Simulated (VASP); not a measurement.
# Zr (P6_3/mmc) in VASP: settings compared

Aim: see how the results for Zr move with the level of theory and the settings. Levels: PBE, r2SCAN. Tasks: single point.

Program: VASP 6.6.1. These are calculated values, not measurements. Logs are shortened: lines on timing, memory, paths and dates and some standing lists are left out, and cuts for length are marked.

## Step 1: The cell of the first run

It takes space group P6_3/mmc (No. 194, hexagonal). Conventional cell: a = 3.232 Å, b = 3.232 Å, c = 5.250 Å, α = 90.00°, β = 90.00°, γ = 120.00°. Zr (site symmetry -6m2) has 12 Zr at 3.22 to 3.23 Å within 4.2 Å.

## Step 2: Single point, PBE

INCAR

```
SYSTEM = Zr
PREC = Accurate ; ENCUT = 520
EDIFF = 1E-6 ; ISMEAR = -1
SIGMA = 0.05 ; LREAL = .FALSE.
LASPH = .TRUE. ; NELM = 60
ALGO = Normal ; ISIF = 2
LWAVE = .FALSE. ; LCHARG = .FALSE.
GGA = PE ; NBANDS = 19
```

KPOINTS

```
Automatic mesh
0
G
  8 8 4
  0 0 0
```

POSCAR

```
Zr
1.0
    3.2320000000      0.0000000000      0.0000000000
   -1.6160000000      2.7989941050      0.0000000000
    0.0000000000      0.0000000000      5.2499400000
Zr
2
Direct
    0.6666666667      0.3333333333      0.7500000000
    0.3333333333      0.6666666667      0.2500000000
```

Potentials or basis: VASP PAW PBE potentials, release 64 (Zr_sv).

Command:

```console
> cat potpaw_PBE.64/Zr_sv/POTCAR > POTCAR
> mpirun -np 1 vasp_std > vasp.out
```

OUTCAR:

```text
SYSTEM = Zr
   PREC = Accurate
   ENCUT = 520
   EDIFF = 1E-6
   ISMEAR = -1
   LREAL = .FALSE.
   LASPH = .TRUE.
   NELM = 60
   ISIF = 2
   GGA = PE

 ion  position               nearest neighbor table
   1  0.667  0.333  0.750-   2 3.22   2 3.22   2 3.22   2 3.22   2 3.22   2 3.22
   2  0.333  0.667  0.250-   1 3.22   1 3.22   1 3.22   1 3.22   1 3.22   1 3.22

  LATTYP: Found a hexagonal cell.
 ALAT       =     3.2320000000
 C/A-ratio  =     1.6243626238

  Lattice vectors:

 A1 = (   3.2320000000,   0.0000000000,   0.0000000000)
 A2 = (  -1.6160000000,   2.7989941050,   0.0000000000)
 A3 = (   0.0000000000,   0.0000000000,   5.2499400000)

Analysis of symmetry for initial positions (statically):
=====================================================================
 Subroutine PRICEL returns:
 Original cell was already a primitive cell.

 Routine SETGRP: Setting up the symmetry group for a
 hexagonal supercell.

 Subroutine GETGRP returns: Found 24 space group operations
 (whereof 12 operations were pure point group operations)
 out of a pool of 24 trial point group operations.

The static configuration has the point symmetry D_3d.
 The point group associated with its full space group is D_6h.

Analysis of symmetry for dynamics (positions and initial velocities):
=====================================================================
 Subroutine PRICEL returns:
 Original cell was already a primitive cell.

 Routine SETGRP: Setting up the symmetry group for a
 hexagonal supercell.

 Subroutine GETGRP returns: Found 24 space group operations
 (whereof 12 operations were pure point group operations)
 out of a pool of 24 trial point group operations.

The dynamic configuration has the point symmetry D_3d.
 The point group associated with its full space group is D_6h.

 Subroutine INISYM returns: Found 24 space group operations
 (whereof 12 operations are pure point group operations),
 and found     1 'primitive' translations

----------------------------------------------------------------------------------------

                                     Primitive cell

  volume of cell :      47.4928

  direct lattice vectors                    reciprocal lattice vectors
     3.232000000  0.000000000  0.000000000     0.309405941  0.178635603  0.000000000
    -1.616000000  2.798994105  0.000000000     0.000000000  0.357271206  0.000000000
     0.000000000  0.000000000  5.249940000     0.000000000  0.000000000  0.190478367

  length of vectors
     3.232000000  3.232000000  5.249940000     0.357271206  0.357271206  0.190478367

  position of ions in fractional coordinates (direct lattice)
     0.666666667  0.333333333  0.750000000
     0.333333333  0.666666667  0.250000000

  ion indices of the primitive-cell ions
   primitive index   ion index
                 1           1
                 2           2

----------------------------------------------------------------------------------------

 KPOINTS: Automatic mesh

Automatic generation of k-mesh.
 Grid dimensions read from file:
 generate k-points for:    8    8    4

 Generating k-lattice:

  Cartesian coordinates                     Fractional coordinates (reciprocal lattice)
     0.038675743  0.022329450  0.000000000     0.125000000 -0.000000000  0.000000000
     0.000000000  0.044658901  0.000000000     0.000000000  0.125000000  0.000000000
     0.000000000  0.000000000  0.047619592     0.000000000  0.000000000  0.250000000

  Length of vectors
     0.044658901  0.044658901  0.047619592

  Shift w.r.t. Gamma in fractional coordinates (k-lattice)
     0.000000000  0.000000000  0.000000000

 Subroutine IBZKPT returns following result:
 ===========================================

 Found     30 irreducible k-points:

 Following reciprocal coordinates:
            Coordinates               Weight
  0.000000  0.000000  0.000000      1.000000
  0.125000 -0.000000  0.000000      6.000000
  0.250000 -0.000000  0.000000      6.000000
  0.375000 -0.000000  0.000000      6.000000
  0.500000 -0.000000  0.000000      3.000000
  0.125000  0.125000  0.000000      6.000000
[... 16 lines left out ...]
  0.250000 -0.000000  0.500000      6.000000
  0.375000 -0.000000  0.500000      6.000000
 [... further k-points ...]
   k-points           NKPTS =     30   k-points in BZ     NKDIM =     30   number of bands    NBANDS=     19
   number of dos      NEDOS =    301   number of ions     NIONS =      2
   total plane-waves  NPLWV =  23040
   dimension x,y,z NGX =    24 NGY =   24 NGZ =   40
   dimension x,y,z NGXF=    48 NGYF=   48 NGZF=   80
   ions per type =               2
   NGX,Y,Z   is equivalent  to a cutoff of  12.34, 12.34, 12.67 a.u.
   NGXF,Y,Z  is equivalent  to a cutoff of  24.69, 24.69, 25.33 a.u.
 SYSTEM =  Zr
   PREC   = accura    normal or accurate (medium, high low for compatibility)
   ISTART =      0    job   : 0-new  1-cont  2-samecut
   ICHARG =      2    charge: 1-file 2-atom 10-const
   ISPIN  =      1    spin polarized calculation?
   LNONCOLLINEAR =      F non collinear calculations
   LSORBIT =      F    spin-orbit coupling
   LASPH  =      T    aspherical Exc in radial PAW
   ENCUT  =  520.0 eV  38.22 Ry    6.18 a.u.   6.01  6.01  9.76*2*pi/ulx,y,z
   NELM   =     60;   NELMIN=  2; NELMDL= -5     # of ELM steps
   EDIFF  = 0.1E-05   stopping-criterion for ELM
   LREAL  =      F    real-space projection
   EDIFFG = 0.1E-04   stopping-criterion for IOM
   NSW    =      0    number of steps for IOM
   IBRION =     -1    ionic relax: 0-MD 1-quasi-New 2-CG
   NFREE  =      0    steps in history (QN), initial steepest desc. (CG)
   ISIF   =      2    stress and relaxation
   ISYM   =      2    0-nonsym 1-usesym 2-fastsym
   POTIM  = 0.5000    time-step for ionic-motion
   TEBEG  =    0.0;   TEEND  =   0.0 temperature during run
   PSTRESS=    0.0 pullay stress
   NELECT =      24.0000    total number of electrons
   NUPDOWN=      -1.0000    fix difference up-down
   EMIN   =  10.00;   EMAX   =-10.00  energy-range for DOS
   EFERMI =   0.00;   METHOD = LEGACY
   ISMEAR =    -1;   SIGMA  =   0.05  broadening in eV -4-tet -1-fermi 0-gaus
   EFERMI_NEDOS =   21; number of points for ismear=-14 and -15
   IALGO  =     38    algorithm
   IMIX   =      4    mixing-type and parameters
     AMIX     =   0.40;   BMIX     =  1.00
     AMIX_MAG =   1.60;   BMIX_MAG =  1.00
  volume/ion in A,a.u.               =      23.75       160.25
  Fermi-wavevector in a.u.,A,eV,Ry     =   1.303975  2.464156 23.134686  1.700351
  Thomas-Fermi vector in A             =   2.434942
   LORBIT       =      0    0 simple, 1 ext, 2 COOP (PROOUT), +10 PAW based schemes
   GGA     = PE    functional components
   LHFCALC =     F    Hartree Fock is set to
   AEXX    =    0.0000 exact exchange contribution
   IVDW    =     0    specifies the selected vdW correction
   LEPSILON=     F    determine dielectric tensor
   LRPA    =     F    only Hartree local field effects (RPA)
 non-spin polarized calculation
  energy-cutoff  :      520.00
  volume of cell :       47.49
 maximum number of plane-waves:      1296
   NGX = 13   NGY = 13   NGZ = 19

 number of electron      24.0000001 magnetization

 Free energy of the ion-electron system (eV)
  ---------------------------------------------------
  ext. energy  EPLUGINS =         0.00000000
  ---------------------------------------------------
  free energy    TOTEN  =       -17.05378248 eV

  energy without entropy =      -17.04024297  energy(sigma->0) =      -17.04701273

 E-fermi :   8.8009     XC(G=0): -10.9934

 val. band max:        8.7962731962   @ k =   0.3750   0.2500   0.2500
 cond. band min:       8.9046469080   @ k =   0.2500   0.2500   0.0000
 fundamental gap:      0.1083737117
 Fermi energy:         8.8008609451

 k-point     1 :       0.0000    0.0000    0.0000
  band No.  band energies     occupation
      1     -40.1046      2.00000
      2     -39.9730      2.00000
      3     -18.5717      2.00000
      4     -17.7549      2.00000
      5     -17.7549      2.00000
      6     -17.6658      2.00000
[... 11 lines left out ...]
     18      11.0080      0.00000
     19      13.1338      0.00000

 k-point     2 :       0.1250   -0.0000    0.0000
  band No.  band energies     occupation
      1     -40.0881      2.00000
      2     -39.9653      2.00000
      3     -18.5278      2.00000
      4     -17.8565      2.00000
      5     -17.7867      2.00000
      6     -17.7391      2.00000
[... 11 lines left out ...]
     18      10.6705      0.00000
     19      13.3566      0.00000

 k-point     3 :       0.2500   -0.0000    0.0000
  band No.  band energies     occupation
      1     -40.0464      2.00000
      2     -39.9482      2.00000
      3     -18.4098      2.00000
      4     -18.1011      2.00000
      5     -17.9783      2.00000
      6     -17.8592      2.00000
[... 11 lines left out ...]
     18      11.7150      0.00000
     19      13.6704      0.00000

 k-point     4 :       0.3750   -0.0000    0.0000
  band No.  band energies     occupation
      1     -39.9999      2.00000
      2     -39.9356      2.00000
      3     -18.3432      2.00000
      4     -18.2596      2.00000
      5     -18.2032      2.00000
      6     -17.9278      2.00000
[... 11 lines left out ...]
     18      13.1033      0.00000
     19      13.8315      0.00000

 k-point     5 :       0.5000   -0.0000    0.0000
  band No.  band energies     occupation
      1     -39.9769      2.00000
      2     -39.9339      2.00000
      3     -18.4421      2.00000
      4     -18.2930      2.00000
      5     -18.1714      2.00000
      6     -17.9554      2.00000
[... 11 lines left out ...]
     18      14.0178      0.00000
     19      14.7945      0.00000
[... 334 lines left out ...]
      2     -40.0393      2.00000
      3     -18.1333      2.00000
      4     -18.1333      2.00000
      5     -17.6952      2.00000
      6     -17.6952      2.00000
[... 11 lines left out ...]
     18      12.6318      0.00000
     19      12.6318      0.00000

 k-point    22 :       0.1250   -0.0000    0.5000
  band No.  band energies     occupation
      1     -40.0271      2.00000
      2     -40.0271      2.00000
      3     -18.1467      2.00000
      4     -18.1467      2.00000
      5     -17.7677      2.00000
      6     -17.7677      2.00000
[... 11 lines left out ...]
     18      12.5482      0.00000
     19      12.7016      0.00000

 k-point    23 :       0.2500   -0.0000    0.5000
  band No.  band energies     occupation
      1     -39.9976      2.00000
      2     -39.9976      2.00000
      3     -18.2417      2.00000
      4     -18.2417      2.00000
      5     -17.8738      2.00000
      6     -17.8738      2.00000
[... 11 lines left out ...]
     18      12.5565      0.00000
     19      12.9392      0.00000

 k-point    24 :       0.3750   -0.0000    0.5000
  band No.  band energies     occupation
      1     -39.9678      2.00000
      2     -39.9678      2.00000
      3     -18.4139      2.00000
      4     -18.4139      2.00000
      5     -17.8944      2.00000
      6     -17.8944      2.00000
[... 11 lines left out ...]
     18      13.2773      0.00000
     19      13.3534      0.00000

 [... further k-points ...]

------------------------ aborting loop because EDIFF is reached ----------------------------------------

  FORCE on cell =-STRESS in cart. coord.  units (eV):
  Direction    XX          YY          ZZ          XY          YZ          ZX
  --------------------------------------------------------------------------------------
  -------------------------------------------------------------------------------------
  Total       -0.1335121     -0.1335121     -0.8120727     -0.0000000     -0.0000000      0.0000000
  in kB       -4.5040549     -4.5040549    -27.3954120     -0.0000000     -0.0000000      0.0000000
  external PRESSURE =     -12.1345073 kB  Pullay stress =       0.0000000 kB

 VOLUME and BASIS-vectors are now :
 -----------------------------------------------------------------------------
  energy-cutoff  :      520.00
  volume of cell :       47.49
      direct lattice vectors                 reciprocal lattice vectors
     3.232000000  0.000000000  0.000000000     0.309405941  0.178635603  0.000000000
    -1.616000000  2.798994105  0.000000000     0.000000000  0.357271206  0.000000000
     0.000000000  0.000000000  5.249940000     0.000000000  0.000000000  0.190478367

 POSITION                                       TOTAL-FORCE (eV/Angst)
 -----------------------------------------------------------------------------------
      1.61600      0.93300      3.93745        -0.000000     -0.000000      0.000000
     -0.00000      1.86600      1.31248         0.000000      0.000000      0.000000
 -----------------------------------------------------------------------------------
    total drift:                               -0.000000      0.000000     -0.000000

  FREE ENERGIE OF THE ION-ELECTRON SYSTEM (eV)
  ---------------------------------------------------
  free  energy   TOTEN  =       -17.0537824829 eV

  energy  without entropy=      -17.0402429741  energy(sigma->0) =      -17.04701273
```

Wall time 11 s (1 thread of Intel Xeon Platinum 8488C (Sapphire Rapids), shared host); peak memory 0.16 GiB.

What came out:

```
Free energy            : -17.0538 eV
Pressure               : -1.2 GPa
Band gap on the k mesh : zero (bands 12 and 13 overlap by 0.96 eV)
```

Levels at points of the mesh, in eV from the Fermi level:
```tsv
k point	band 10	band 11	band 12	band 13	band 14	band 15
(0.00, 0.00, 0.00)	-3.02	0.81	0.86	0.86	0.92	1.49
(0.50, 0.00, 0.00)	-2.50	-2.14	-0.22	0.63	0.63	1.30
(0.00, 0.00, 0.50)	-4.01	-0.07	-0.07	0.80	0.80	0.80
(0.50, 0.00, 0.50)	-2.84	-1.10	-1.10	1.55	1.55	2.21
```

(Part 1 of 3 ends here.)
